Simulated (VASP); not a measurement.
Wanted: the native input for a VASP 6.6.1 run.

```yaml
Task: single point
Functional: PBE
Potentials_or_basis: VASP PAW PBE potentials, release 64 (Hg)
Cutoff: 520 eV
k_mesh: 6 × 6 × 6
Occupations: gaussian, width 0.1 eV
Spin: no spin polarisation
Hubbard_terms: Hg d U = 4.7 eV, J = 1.0 eV
Dipole_correction: no
LDAUTYPE: 1
Hund's_J: 1
Further_INCAR_settings: ALGO = Normal; EDIFF = 1e-06; NBANDS = 12
```

The structure of Hg lies in POSCAR:

```
Hg
1.0
    2.1821462819     -1.9983927526      0.0000000000
    2.1821462819      1.9983927526      0.0000000000
   -0.3406442421      0.0000000000      2.9692749400
Hg
1
Direct
    0.5000000000      0.5000000000      0.5000000000
```

These files were run (other wordings do the same):

INCAR

```
PREC     = Accurate       # precision mode
ENCUT    = 520            # plane-wave cutoff, eV
EDIFF    = 1E-6           # SCF threshold, eV
ISMEAR   = 0              # smearing method
SIGMA    = 0.1            # smearing width, eV
LREAL    = False          # projectors in reciprocal space
LASPH    = True           # aspherical terms in the spheres
NELM     = 150            # most SCF steps
ALGO     = Normal         # electronic algorithm
ISIF     = 2              # what is computed and relaxed
LWAVE    = False          # write WAVECAR
LCHARG   = True           # write CHGCAR
LDAU     = True           # DFT+U
LDAUTYPE = 1            
LDAUL    = 2              # shell
LDAUU    = 4.7            # U, eV
LDAUJ    = 1            
LDAUPRINT= 1            
GGA      = PE             # functional
LELF     = True           # ELF
LVHAR    = True         
NBANDS   = 12             # bands
```

KPOINTS

```
regular mesh
0
Gamma
  6 6 6
```

Potentials or basis: VASP PAW PBE potentials, release 64 (Hg).

Launch:

```bash
$ cat potpaw_PBE.64/Hg/POTCAR > POTCAR
$ mpirun -np 1 vasp_std > vasp.out
```

It gave:

| Item | Value |
| --- | --- |
| Pressure | 3.3 GPa |
| Band gap on the k mesh | zero (band 6 reaches 5.62 eV, above the bottom of band 7 at 0.33 eV) |

Caveat: spin-orbit coupling is left out, which moves the levels of the heavy elements; U without spin polarisation on a metal has little footing; the U is typed as a test and isn't derived for this compound.

Wall time 19 s on 1 thread of Intel Xeon 8259CL (shared host), peak memory 0.15 GiB.
